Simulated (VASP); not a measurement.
# Ge in VASP: single point with PBE

Aim: the single point of Ge with PBE.

Program: VASP 6.6.1. These are calculated values, not measurements. Logs are shortened: lines on timing, memory, paths and dates and some standing lists are left out, and cuts for length are marked.

## (1) The cell of the first run

The cell holds a slab with vacuum, 8 atoms: a = 4.074 Å, b = 5.762 Å, c = 20.111 Å, α = 90.00°, β = 90.00°, γ = 90.00°.

## (2) Single point, PBE

Contents of INCAR:

```
SYSTEM = Ge
PREC     = Accurate       ! precision mode
ENCUT    = 410            ! plane-wave cutoff, eV
EDIFF    = 1E-6           ! SCF threshold, eV
ISMEAR   = 0              ! smearing method
SIGMA    = 0.03           ! smearing width, eV
LREAL    = .FALSE.        ! projectors in reciprocal space
LASPH    = .TRUE.         ! aspherical terms in the spheres
NELM     = 120            ! most SCF steps
ALGO     = Normal         ! electronic algorithm
ISIF     = 2              ! what is computed and relaxed
LWAVE    = .FALSE.        ! write WAVECAR
LCHARG   = .FALSE.        ! write CHGCAR
LDIPOL   = .TRUE.       
IDIPOL   = 3            
DIPOL    = 0.5 0.5 0.500
GGA      = PE             ! functional
NBANDS   = 66             ! bands
GGA_COMPAT= .FALSE.      
NELMDL   = -8
```

Contents of KPOINTS:

```
regular mesh
0
G
  6 6 1
  0 0 0
```

Contents of POSCAR:

```
Ge
1.0
    4.0740339105      0.0000000000      0.0000000000
    0.0000000000      5.7615540344      0.0000000000
    0.0000000000      0.0000000000     20.1110004015
Ge
8
Direct
    0.0000000000      0.0014759983      0.3460898864
    0.5000000000      0.2485240017      0.3460898864
    0.5000000000      0.4984672950      0.4476465718
    0.0000000000      0.7515327050      0.4476465718
    0.0000000000     -0.0015325048      0.5523560839
    0.5000000000      0.2515325048      0.5523560839
    0.5000000000      0.5014763851      0.6539125017
    0.0000000000      0.7485236149      0.6539125017
```

Potentials or basis: VASP PAW PBE potentials, release 64 (Ge_d).

Started as:

```
$ cat potpaw_PBE.64/Ge_d/POTCAR > POTCAR
$ mpirun -np 1 vasp_std > vasp.out
```

OUTCAR:

```text
SYSTEM = Ge
   PREC = Accurate
   ENCUT = 410
   EDIFF = 1E-6
   ISMEAR = 0
   LREAL = .FALSE.
   LASPH = .TRUE.
   NELM = 120
   ISIF = 2
   GGA = PE
   NELMDL = -8

 ion  position               nearest neighbor table
   1  0.000  0.001  0.346-   2 2.49   2 2.49   4 2.50
   2  0.500  0.249  0.346-   1 2.49   1 2.49   3 2.50
   3  0.500  0.498  0.448-   2 2.50   4 2.51   4 2.51   6 2.54
   4  0.000  0.752  0.448-   1 2.50   3 2.51   3 2.51   5 2.54
   5  0.000  0.998  0.552-   8 2.50   6 2.51   6 2.51   4 2.54
   6  0.500  0.252  0.552-   7 2.50   5 2.51   5 2.51   3 2.54
   7  0.500  0.501  0.654-   8 2.49   8 2.49   6 2.50
   8  0.000  0.749  0.654-   7 2.49   7 2.49   5 2.50

  LATTYP: Found a simple orthorhombic cell.
 ALAT       =     4.0740339105
 B/A-ratio  =     1.4142135684
 C/A-ratio  =     4.9363851267

  Lattice vectors:

 A1 = (   4.0740339105,   0.0000000000,   0.0000000000)
 A2 = (   0.0000000000,   5.7615540344,   0.0000000000)
 A3 = (   0.0000000000,   0.0000000000,  20.1110004015)

Analysis of symmetry for initial positions (statically):
=====================================================================
 Subroutine PRICEL returns:
 Original cell was already a primitive cell.

 Routine SETGRP: Setting up the symmetry group for a
 simple orthorhombic supercell.

 Subroutine GETGRP returns: Found  8 space group operations
 (whereof  2 operations were pure point group operations)
 out of a pool of  8 trial point group operations.

The static configuration has the point symmetry C_1h.
 The point group associated with its full space group is D_2h.

Analysis of symmetry for dynamics (positions and initial velocities):
=====================================================================
 Subroutine PRICEL returns:
 Original cell was already a primitive cell.

 Routine SETGRP: Setting up the symmetry group for a
 simple orthorhombic supercell.

 Subroutine GETGRP returns: Found  8 space group operations
 (whereof  2 operations were pure point group operations)
 out of a pool of  8 trial point group operations.

The dynamic configuration has the point symmetry C_1h.
 The point group associated with its full space group is D_2h.

 Subroutine INISYM returns: Found  8 space group operations
 (whereof  2 operations are pure point group operations),
 and found     1 'primitive' translations

----------------------------------------------------------------------------------------

                                     Primitive cell

  volume of cell :     472.0608

  direct lattice vectors                    reciprocal lattice vectors
     4.074033910  0.000000000  0.000000000     0.245456965  0.000000000  0.000000000
     0.000000000  5.761554034  0.000000000     0.000000000  0.173564284  0.000000000
     0.000000000  0.000000000 20.111000402     0.000000000  0.000000000  0.049724031

  length of vectors
     4.074033910  5.761554034 20.111000402     0.245456965  0.173564284  0.049724031

  position of ions in fractional coordinates (direct lattice)
     0.000000000  0.001475998  0.346089886
     0.500000000  0.248524002  0.346089886
     0.500000000  0.498467295  0.447646572
     0.000000000  0.751532705  0.447646572
     0.000000000  0.998467495  0.552356084
     0.500000000  0.251532505  0.552356084
     0.500000000  0.501476385  0.653912502
     0.000000000  0.748523615  0.653912502

  ion indices of the primitive-cell ions
   primitive index   ion index
                 1           1
                 2           2
                 3           3
                 4           4
                 5           5
                 6           6
                 7           7
                 8           8

----------------------------------------------------------------------------------------

 KPOINTS: regular mesh

Automatic generation of k-mesh.
 Grid dimensions read from file:
 generate k-points for:    6    6    1

 Generating k-lattice:

  Cartesian coordinates                     Fractional coordinates (reciprocal lattice)
     0.040909494  0.000000000  0.000000000     0.166666667  0.000000000  0.000000000
     0.000000000  0.028927381  0.000000000     0.000000000  0.166666667  0.000000000
     0.000000000  0.000000000  0.049724031     0.000000000  0.000000000  1.000000000

  Length of vectors
     0.040909494  0.028927381  0.049724031

  Shift w.r.t. Gamma in fractional coordinates (k-lattice)
     0.000000000  0.000000000  0.000000000

 Subroutine IBZKPT returns following result:
 ===========================================

 Found     16 irreducible k-points:

 Following reciprocal coordinates:
            Coordinates               Weight
  0.000000  0.000000  0.000000      1.000000
  0.166667  0.000000  0.000000      2.000000
  0.333333  0.000000  0.000000      2.000000
  0.500000  0.000000  0.000000      1.000000
  0.000000  0.166667  0.000000      2.000000
  0.166667  0.166667  0.000000      4.000000
[... 8 lines left out ...]
  0.333333  0.500000  0.000000      2.000000
  0.500000  0.500000  0.000000      1.000000
   k-points           NKPTS =     16   k-points in BZ     NKDIM =     16   number of bands    NBANDS=     66
   number of dos      NEDOS =    301   number of ions     NIONS =      8
   total plane-waves  NPLWV = 156800
   dimension x,y,z NGX =    28 NGY =   40 NGZ =  140
   dimension x,y,z NGXF=    56 NGYF=   80 NGZF=  280
   ions per type =               8
   NGX,Y,Z   is equivalent  to a cutoff of  11.43, 11.54, 11.57 a.u.
   NGXF,Y,Z  is equivalent  to a cutoff of  22.85, 23.08, 23.15 a.u.
 SYSTEM =  Ge
   PREC   = accura    normal or accurate (medium, high low for compatibility)
   ISTART =      0    job   : 0-new  1-cont  2-samecut
   ICHARG =      2    charge: 1-file 2-atom 10-const
   ISPIN  =      1    spin polarized calculation?
   LNONCOLLINEAR =      F non collinear calculations
   LSORBIT =      F    spin-orbit coupling
   LASPH  =      T    aspherical Exc in radial PAW
   ENCUT  =  410.0 eV  30.13 Ry    5.49 a.u.   6.73  9.51 33.20*2*pi/ulx,y,z
   NELM   =    120;   NELMIN=  2; NELMDL= -8     # of ELM steps
   EDIFF  = 0.1E-05   stopping-criterion for ELM
   LREAL  =      F    real-space projection
   EDIFFG = 0.1E-04   stopping-criterion for IOM
   NSW    =      0    number of steps for IOM
   IBRION =     -1    ionic relax: 0-MD 1-quasi-New 2-CG
   NFREE  =      0    steps in history (QN), initial steepest desc. (CG)
   ISIF   =      2    stress and relaxation
   ISYM   =      2    0-nonsym 1-usesym 2-fastsym
   POTIM  = 0.5000    time-step for ionic-motion
   TEBEG  =    0.0;   TEEND  =   0.0 temperature during run
   PSTRESS=    0.0 pullay stress
   NELECT =     112.0000    total number of electrons
   NUPDOWN=      -1.0000    fix difference up-down
   EMIN   =  10.00;   EMAX   =-10.00  energy-range for DOS
   EFERMI =   0.00;   METHOD = LEGACY
   ISMEAR =     0;   SIGMA  =   0.03  broadening in eV -4-tet -1-fermi 0-gaus
   EFERMI_NEDOS =   21; number of points for ismear=-14 and -15
   IALGO  =     38    algorithm
   IMIX   =      4    mixing-type and parameters
     AMIX     =   0.40;   BMIX     =  1.00
     AMIX_MAG =   1.60;   BMIX_MAG =  1.00
  volume/ion in A,a.u.               =      59.01       398.20
  Fermi-wavevector in a.u.,A,eV,Ry     =   1.013479  1.915198 13.975090  1.027140
  Thomas-Fermi vector in A             =   2.146650
   LORBIT       =      0    0 simple, 1 ext, 2 COOP (PROOUT), +10 PAW based schemes
   GGA     = PE    functional components
   LHFCALC =     F    Hartree Fock is set to
   AEXX    =    0.0000 exact exchange contribution
   IVDW    =     0    specifies the selected vdW correction
   LEPSILON=     F    determine dielectric tensor
   LRPA    =     F    only Hartree local field effects (RPA)
 non-spin polarized calculation
 Gauss-broadening in eV      SIGMA  =   0.03
  energy-cutoff  :      410.00
  volume of cell :      472.06
 maximum number of plane-waves:      8945
 NGX is ok and might be reduce to    28
   NGX = 13   NGY = 19   NGZ = 67

 number of electron     111.9999854 magnetization

 dipolmoment           0.000000      0.000000     -0.000060 electrons x Angstroem

 Free energy of the ion-electron system (eV)
  ---------------------------------------------------
  ext. energy  EPLUGINS =         0.00000000
  ---------------------------------------------------
  free energy    TOTEN  =       -32.78841602 eV

  energy without entropy =      -32.78553336  energy(sigma->0) =      -32.78697469

 E-fermi :  -1.0382     XC(G=0):  -4.7307

 val. band max:       -1.0548513109   @ k =   0.3333   0.1667   0.0000
 cond. band min:      -1.0068109980   @ k =   0.1667   0.3333   0.0000
 fundamental gap:      0.0480403129
 Fermi energy:        -1.0382422604

 k-point     1 :       0.0000    0.0000    0.0000
  band No.  band energies     occupation
      1     -25.6254      2.00000
      2     -25.6102      2.00000
      3     -25.5957      2.00000
      4     -25.5952      2.00000
      5     -25.5712      2.00000
      6     -25.5637      2.00000
[... 58 lines left out ...]
     65       2.9005      0.00000
     66       3.0059      0.00000

 k-point     2 :       0.1667    0.0000    0.0000
  band No.  band energies     occupation
      1     -25.6248      2.00000
      2     -25.6159      2.00000
      3     -25.5963      2.00000
      4     -25.5943      2.00000
      5     -25.5808      2.00000
      6     -25.5665      2.00000
[... 58 lines left out ...]
     65       2.6624      0.00000
     66       3.0835      0.00000

 k-point     3 :       0.3333    0.0000    0.0000
  band No.  band energies     occupation
      1     -25.6232      2.00000
      2     -25.6208      2.00000
      3     -25.5933      2.00000
      4     -25.5912      2.00000
      5     -25.5890      2.00000
      6     -25.5751      2.00000
[... 886 lines left out ...]
     65       3.8347      0.00000
     66       3.8349      0.00000

 k-point    16 :       0.5000    0.5000    0.0000
  band No.  band energies     occupation
      1     -25.6227      2.00000
      2     -25.6227      2.00000
      3     -25.6018      2.00000
      4     -25.6018      2.00000
      5     -25.5711      2.00000
      6     -25.5711      2.00000
[... 58 lines left out ...]
     65       3.7415      0.00000
     66       3.7415      0.00000

------------------------ aborting loop because EDIFF is reached ----------------------------------------

 vacuum level on the upper side and lower side of the slab       (xc-potential included)        -0.156        -0.156

  FORCE on cell =-STRESS in cart. coord.  units (eV):
  Direction    XX          YY          ZZ          XY          YZ          ZX
  --------------------------------------------------------------------------------------
  -------------------------------------------------------------------------------------
  Total       -0.3784498     -1.6180961     -0.4616742      0.0000000     -0.0000000      0.0000000
  in kB       -1.2844611     -5.4918283     -1.5669251      0.0000000     -0.0000000      0.0000000
  external PRESSURE =      -2.7810715 kB  Pullay stress =       0.0000000 kB

 VOLUME and BASIS-vectors are now :
 -----------------------------------------------------------------------------
  energy-cutoff  :      410.00
  volume of cell :      472.06
      direct lattice vectors                 reciprocal lattice vectors
     4.074033910  0.000000000  0.000000000     0.245456965  0.000000000  0.000000000
     0.000000000  5.761554034  0.000000000     0.000000000  0.173564284  0.000000000
     0.000000000  0.000000000 20.111000402     0.000000000  0.000000000  0.049724031

 POSITION                                       TOTAL-FORCE (eV/Angst)
 -----------------------------------------------------------------------------------
      0.00000      0.00850      6.96021         0.000000     -0.001004      0.001160
      2.03702      1.43188      6.96021        -0.000000      0.001004      0.001160
      2.03702      2.87195      9.00262         0.000000     -0.000533     -0.003805
      0.00000      4.33000      9.00262         0.000000      0.000533     -0.003805
      0.00000      5.75272     11.10843         0.000000     -0.000533      0.003805
      2.03702      1.44922     11.10843        -0.000000      0.000533      0.003805
      2.03702      2.88928     13.15083        -0.000000     -0.001004     -0.001160
      0.00000      4.31266     13.15083         0.000000      0.001004     -0.001160
 -----------------------------------------------------------------------------------
    total drift:                                0.000000     -0.000621     -0.011796

  FREE ENERGIE OF THE ION-ELECTRON SYSTEM (eV)
  ---------------------------------------------------
  free  energy   TOTEN  =       -32.7884160161 eV

  energy  without entropy=      -32.7855333579  energy(sigma->0) =      -32.78697469

 vacuum level on the upper side and lower side of the slab         3.402         3.402
```

Wall time 16 min (1 thread of Oxide Virtual Turin-like, shared host); peak memory 0.48 GiB.

What came out:

- Free energy: -32.7884 eV
- Largest force: 0.004 eV/Å
- Band gap on the k mesh: zero (bands 56 and 57 overlap by 0.34 eV)

Forces in eV/Å, atoms in the order of the input:
```
Ge   0.000 -0.001  0.001
Ge   0.000  0.001  0.001
Ge   0.000 -0.001 -0.004
Ge   0.000  0.001 -0.004
Ge   0.000 -0.001  0.004
Ge   0.000  0.001  0.004
Ge   0.000 -0.001 -0.001
Ge   0.000  0.001 -0.001
```

The gap in the log of VASP goes by the Fermi energy; the results here count the filled bands.